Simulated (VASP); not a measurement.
Here is a VASP 6.6.1 calculation.

File INCAR:

```
SYSTEM = KF
ALGO = Normal
EDIFF = 1E-7
ENCUT = 520
GGA = PE
ISIF = 2
ISMEAR = 0
LASPH = .TRUE.
LCHARG = .FALSE.
LREAL = .FALSE.
LWAVE = .FALSE.
NBANDS = 24
NELM = 80
PREC = Accurate
SIGMA = 0.01
```

File KPOINTS:

```
k-points
0
G
  6 6 2
  0 0 0
```

Contents of POSCAR:

```
KF
1.0
    3.6599347861      0.0000000000      0.0000000000
   -1.8299673931      3.1695965009      0.0000000000
    0.0000000000      0.0000000000      6.4788135034
K F
2 2
Direct
    0.0000000000      0.0000000000      0.0000000000
    0.0000000000      0.0000000000      0.5000000000
    0.3333333333      0.6666666667      0.2500000000
    0.6666666667      0.3333333333      0.7500000000
```

Potentials or basis: VASP PAW PBE potentials, release 64 (K_sv, F).

Launch:

```console
$ cat potpaw_PBE.64/K_sv/POTCAR potpaw_PBE.64/F/POTCAR > POTCAR
$ mpirun -np 1 vasp_std > vasp.out
```

Estimate the band gap on the k mesh.

6.19 eV.

Predict the pressure.

2.1 GPa.

Stress tensor (GPa, compression positive):
```
1.97 0.00 0.00
0.00 1.97 0.00
0.00 0.00 2.23
```

Caveat: the k points lie up to 0.48 Å⁻¹ apart.
